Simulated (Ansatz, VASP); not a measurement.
# Ag: VASP beside Ansatz

```
Ag
1.0
     0.00000    2.19633    2.04310
     2.19633    0.00000    2.04310
     2.19633    2.19633    0.00000
Ag
1
Direct
  0.00000 0.00000 0.00000
```

Change from the starting cell: strain +0.0750 x Voigt [1, 1, 0, 0, 0, 0], atoms carried along.

Alike in both runs: task single point; functional PBEsol; k mesh 20 × 20 × 20; occupations gaussian, width 0.15 eV; no spin polarisation.

|  | VASP | Ansatz |
| --- | --- | --- |
| version | VASP 6.6.1 | Ansatz 0.2.0 |
| potentials or method | VASP PAW PBE potentials, release 64 (Ag), cutoff 520 eV | scalar-relativistic, plane waves, PAW |
| valence electrons in the cell | 11 | 19 |

```tsv
	VASP	Ansatz	Ansatz less VASP
gap on the k mesh at the Fermi level (eV)	none	none	-
pressure (GPa)	-12.3	-12.2	+0.01
traceless stress, the component that is largest in VASP (GPa)	0.82	0.83	+0.009
```

VASP's potentials were made for PBE, not for PBEsol. A gap of «none» marks a metal or a gap that the smearing closes. The functional is the same, so the differences come from potentials, cutoffs and numerics. VASP's potentials hold 11 valence electrons a cell and Ansatz's 19, so a difference there can come from the potentials and not from the codes.
